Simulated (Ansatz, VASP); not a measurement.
HfN in VASP and in Ansatz

Contents of INCAR:

```
SYSTEM = HfN
PREC     = Accurate       ! precision mode
ENCUT    = 520            ! plane-wave cutoff, eV
EDIFF    = 1E-8           ! SCF threshold, eV
ISMEAR   = -1             ! smearing method
SIGMA    = 0.03           ! smearing width, eV
LREAL    = .False.        ! projectors in reciprocal space
LASPH    = .True.         ! aspherical terms in the spheres
NELM     = 100            ! most SCF steps
ALGO     = Normal         ! electronic algorithm
ISIF     = 2              ! what is computed and relaxed
LWAVE    = .False.        ! write WAVECAR
LCHARG   = .False.        ! write CHGCAR
GGA      = PE             ! functional
LEFG     = .True.       
NBANDS   = 14             ! bands
```

KPOINTS

```
regular mesh
0
Gamma
  10 10 10
  0 0 0
```

POSCAR

```
HfN
1.0
    0.0000000000      2.2590000000      2.3041800000
    2.2590000000      0.0000000000      2.3041800000
    2.2590000000      2.2590000000      0.0000000000
Hf N
1 1
Direct
    0.0000000000      0.0000000000      0.0000000000
    0.5000000000      0.5000000000      0.5000000000
```

Input for Ansatz:

```yaml
crystal:
  lattice:
    - [0.0, 2.259, 2.30418]
    - [2.259, 0.0, 2.30418]
    - [2.259, 2.259, 0.0]
  atoms:
    - { symbol: Hf, position: [0.0, 0.0, 0.0] }
    - { symbol: "N", position: [0.5, 0.5, 0.5] }
kpoints:
  mp_grid: { grid: [10, 10, 10] }
scf:
  occupations: { method: fermi_dirac, width: 0.03 }
hamiltonian:
  xc: pbe
  pseudopotentials: { kind: all_electron, datasets: crystal }
output:
  forces: true
  stress: true
  eigenvalues: true
  efg: { contact_densities: true }
```

Change from the starting cell: zz strain of +2 %, crystal datasets.

Alike in both runs: task electric field gradients; functional PBE; k mesh 10 × 10 × 10; occupations fermi-dirac, width 0.03 eV; no spin polarisation.

|  | VASP | Ansatz |
| --- | --- | --- |
| version | VASP 6.6.1 | Ansatz 0.2.0 |
| potentials or method | VASP PAW PBE potentials, release 64 (Hf_pv, N), cutoff 520 eV | all-electron PAW with datasets made for the crystal, scalar-relativistic |

Ansatz gave:

```
pressure (GPa)                                                : 0.3
traceless stress, the component that is largest in VASP (GPa) : -5.16
size of Vzz on the site where it differs most (V/Å²)          : 82.6
```

Q: Estimate VASP's values.

A: Pressure (GPa): -2.1; traceless stress, the component that is largest in VASP (GPa): -5.10; size of Vzz on the site where it differs most (V/Å²): 71.3.

Ansatz ran all-electron here, and VASP with PAW potentials.

Spin-orbit coupling is off throughout.
